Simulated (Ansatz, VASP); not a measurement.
YAl2N3: VASP beside Ansatz

INCAR

```
SYSTEM = YAl2N3
PREC = Accurate
ENCUT = 520
EDIFF = 1E-7
ISMEAR = 0
SIGMA = 0.1
LREAL = .FALSE.
LASPH = .TRUE.
NELM = 60
ALGO = Normal
ISIF = 2
LWAVE = .FALSE.
LCHARG = .TRUE.
GGA = PE
LELF = .TRUE.
LVHAR = .TRUE.
NBANDS = 44
```

File KPOINTS:

```
regular mesh
0
G
  6 4 2
  0 0 0
```

The input POSCAR:

```
YAl2N3
1.0
    3.0343906779      0.0000000000      0.0000000000
    0.2133983913      5.3326709580      0.0000000000
    1.3972072982      0.1758951679      8.6765609029
Y Al N
2 4 6
Direct
    0.0632881846      0.0477661389      0.9431555008
    0.4466115962      0.5186520498      0.5273669332
    0.4816355093      0.4803816426      0.1728823032
    0.7244157552      0.0162125337      0.6292576882
    0.0956406651      0.9915025891      0.3057639844
    0.6228259408      0.5467638122      0.8666831547
    0.0465977127      0.6253779709      0.3422805744
    0.5856941467      0.2455788322      0.7846764079
    0.2727779965      0.0938439643      0.4951245795
    0.0679735781      0.5627627996      0.0236443141
    0.6145821607      0.1185714686      0.1779133016
    0.9779567540      0.7525861981      0.7312512580
```

Input for Ansatz:

```yaml
crystal:
  lattice:
    - [3.0343906779, 0.0, 0.0]
    - [0.2133983913, 5.332670958, 0.0]
    - [1.3972072982, 0.1758951679, 8.6765609029]
  atoms:
    - { symbol: "Y", position: [0.0632881846, 0.0477661389, 0.9431555008] }
    - { symbol: "Y", position: [0.4466115962, 0.5186520498, 0.5273669332] }
    - { symbol: Al, position: [0.4816355093, 0.4803816426, 0.1728823032] }
    - { symbol: Al, position: [0.7244157552, 0.0162125337, 0.6292576882] }
    - { symbol: Al, position: [0.0956406651, 0.9915025891, 0.3057639844] }
    - { symbol: Al, position: [0.6228259408, 0.5467638122, 0.8666831547] }
    - { symbol: "N", position: [0.0465977127, 0.6253779709, 0.3422805744] }
    - { symbol: "N", position: [0.5856941467, 0.2455788322, 0.7846764079] }
    - { symbol: "N", position: [0.2727779965, 0.0938439643, 0.4951245795] }
    - { symbol: "N", position: [0.0679735781, 0.5627627996, 0.0236443141] }
    - { symbol: "N", position: [0.6145821607, 0.1185714686, 0.1779133016] }
    - { symbol: "N", position: [0.977956754, 0.7525861981, 0.731251258] }
basis:
  ecutwfc: 420
kpoints:
  mp_grid: { grid: [6, 4, 2] }
hamiltonian:
  xc: pbe
scf:
  occupations: { method: gaussian, width: 0.1 }
  lower_state_search: "off"
output:
  forces: true
  stress: true
  eigenvalues: true
```

Change from the starting cell: the structure that the rattled cell fell into.

Alike in both runs: task single point; functional PBE; k mesh 6 × 4 × 2; occupations gaussian, width 0.1 eV; no spin polarisation.

|  | VASP | Ansatz |
| --- | --- | --- |
| version | VASP 6.6.1 | Ansatz 0.2.0 |
| potentials or method | VASP PAW PBE potentials, release 64 (Y_sv, Al, N), cutoff 520 eV | scalar-relativistic, plane waves, PAW |
| valence electrons in the cell | 64 | 64 |

```tsv
	VASP	Ansatz	Ansatz less VASP
gap on the k mesh at the Fermi level (eV)	1.78	1.78	+0.004
least direct gap on the mesh (eV)	1.78	1.78	+0.004
pressure (GPa)	0.3	0.5	+0.18
traceless stress, the component that is largest in VASP (GPa)	-3.64	-3.62	+0.014
rms of the force components (eV/Å)	0.268	0.267	-0.0009
```

Atom by atom the forces differ by 0.004 eV/Å (rms over components).
